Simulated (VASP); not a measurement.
## Li2Bi: single point with PBE

Crystal: Li2Bi.

```xyz
3
Lattice="4.7893 0.0000 0.0000 -2.3946 4.1476 0.0000 0.0000 0.0000 3.0275" Properties=species:S:1:pos:R:3 pbc="T T T"
Li   -0.0002    2.7652    1.5138
Li    2.3944    1.3824    1.5138
Bi    0.0000    0.0000    0.0000
```

```
Program                : VASP 6.6.1
Task                   : single point
Functional             : PBE
Potentials or basis    : VASP PAW PBE potentials, release 64 (Li_sv, Bi_d)
Cutoff                 : 750 eV
k mesh                 : 6 × 6 × 8
Occupations            : fermi-dirac, width 0.0229 eV
Spin                   : no spin polarisation
Dipole correction      : no
Further INCAR settings : ALGO = Normal; EDIFF = 1e-06; NBANDS = 18
```

| Property | Result |
| --- | --- |
| Pressure | 4.4 GPa |
| Band gap on the k mesh | zero (an odd number of electrons rules out a gap without spin polarisation) |

Stress tensor (GPa, compression positive):
```
-2.47  0.00  0.00
 0.00 -2.47  0.00
 0.00  0.00 18.02
```

Levels at points of the mesh, in eV from the Fermi level:
```tsv
k point	band 7	band 8	band 9	band 10	band 11	band 12	band 13	band 14
(0.00, 0.00, 0.00)	-22.35	-12.25	-1.99	-1.99	0.09	1.29	1.29	5.15
(0.50, 0.00, 0.00)	-22.35	-11.96	-4.77	-3.12	0.45	5.93	6.25	6.45
(0.00, 0.50, 0.00)	-22.35	-11.96	-4.77	-3.12	0.45	5.93	6.25	6.45
(0.00, 0.00, 0.50)	-22.21	-9.40	-4.79	1.19	1.19	1.65	3.94	3.94
(0.50, 0.00, 0.50)	-22.21	-9.00	-4.50	-2.36	0.42	1.40	2.25	2.47
(0.00, 0.50, 0.50)	-22.21	-9.00	-4.50	-2.36	0.42	1.40	2.25	2.47
```

Wall time 65 s on 1 thread of Intel(R) Xeon(R) Platinum 8559C (Emerald Rapids), with other jobs on the host, peak memory 0.3 GiB.

Caveat: the stress differs along the axes, from -2 to 18 GPa; spin-orbit coupling is left out, which moves the levels of the heavy elements.
